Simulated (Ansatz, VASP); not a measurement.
## Two plane-wave programs on Be

The input INCAR:

```
SYSTEM = Be
  PREC = Accurate
  ENCUT = 600
  EDIFF = 1E-6
  ISMEAR = 0
  SIGMA = 0.1
  LREAL = .False.
  LASPH = .True.
  NELM = 120
  ALGO = Normal
  ISIF = 2
  LWAVE = .False.
  LCHARG = .True.
  GGA = PE
  LELF = .True.
  LVHAR = .True.
  NBANDS = 7
  GGA_COMPAT = .False.
```

The input KPOINTS:

```
regular mesh
0
Gamma
  8 8 8
  0 0 0
```

File POSCAR:

```
Be
1.0
   -1.7521704651      1.7521704651      1.7521704651
    1.7521704651     -1.7521704651      1.7521704651
    1.7521704651      1.7521704651     -1.7521704651
Be
1
Direct
    0.0000000000      0.0000000000      0.0000000000
```

Input for Ansatz:

```yaml
crystal:
  lattice:
    - [-1.7521704651, 1.7521704651, 1.7521704651]
    - [1.7521704651, -1.7521704651, 1.7521704651]
    - [1.7521704651, 1.7521704651, -1.7521704651]
  atoms:
    - { symbol: Be, position: [0.0, 0.0, 0.0] }
basis:
  ecutwfc: 420
kpoints:
  mp_grid: { grid: [8, 8, 8] }
hamiltonian:
  xc: pbe
scf:
  occupations: { method: gaussian, width: 0.1 }
output:
  forces: true
  stress: true
  eigenvalues: true
```

Alike in both runs: task single point; functional PBE; k mesh 8 × 8 × 8; occupations gaussian, width 0.1 eV; no spin polarisation.

|  | VASP | Ansatz |
| --- | --- | --- |
| version | VASP 6.6.1 | Ansatz 0.2.0 |
| potentials or method | VASP PAW PBE potentials, release 64 (Be), cutoff 600 eV | scalar-relativistic, plane waves, PAW |
| valence electrons in the cell | 2 | 2 |

|  | VASP | Ansatz | Ansatz less VASP |
| --- | --- | --- | --- |
| gap on the k mesh at the Fermi level (eV) | none | none | - |
| pressure (GPa) | -20.0 | -20.0 | 0.00 |

A gap of «none» marks a metal or a gap that the smearing closes. With one functional, cell and mesh, what is left measures potentials, basis and numerics.
